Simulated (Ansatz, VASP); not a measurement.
NbTeS4 in VASP and in Ansatz

```xyz
6
Lattice="-3.3546 3.3546 2.7723 3.3546 -3.3546 2.7723 3.3546 3.3546 -2.7723" Properties=species:S:1:pos:R:3 pbc="T T T"
Nb    0.0000    0.0000    2.7723
Te    0.0000    0.0000    0.0000
S     1.1002    4.4548    1.3861
S    -1.1002    2.2543    1.3861
S     4.4548   -1.1002    1.3861
S     2.2543    1.1002    1.3861
```

Change from the starting cell: species swapped into the MnCoSn4 type (I422, No. 97).

Alike in both runs: task single point; functional PBE; k mesh 4 × 4 × 4; occupations gaussian, width 0.1 eV; collinear spin.

```csv
,VASP,Ansatz
version,VASP 6.6.1,Ansatz 0.2.0
potentials or method,"VASP PAW PBE potentials, release 64 (Nb_sv, Te, S), cutoff 520 eV","scalar-relativistic, plane waves, PAW"
valence electrons in the cell,43,53
```

Ansatz gave:

```
gap on the k mesh at the Fermi level (eV)                     : none
pressure (GPa)                                                : -6.8
traceless stress, the component that is largest in VASP (GPa) : 10.32
rms of the force components (eV/Å)                            : 0.031
```

Estimate VASP's values.

gap on the k mesh at the Fermi level (eV): none; pressure (GPa): -7.0; traceless stress, the component that is largest in VASP (GPa): 10.26; rms of the force components (eV/Å): 0.035.

Atom by atom the forces differ by 0.004 eV/Å (rms over components). A gap of «none» marks a metal or a gap that the smearing closes. The functional is the same, so the differences come from potentials, cutoffs and numerics. VASP's potentials hold 43 valence electrons a cell and Ansatz's 53, so a difference there can come from the potentials and not from the codes. Ansatz's warnings: no starting moments, stability check not made.

The k mesh is coarse, so the values compare programs but aren't converged. Neither program's run includes spin-orbit coupling.
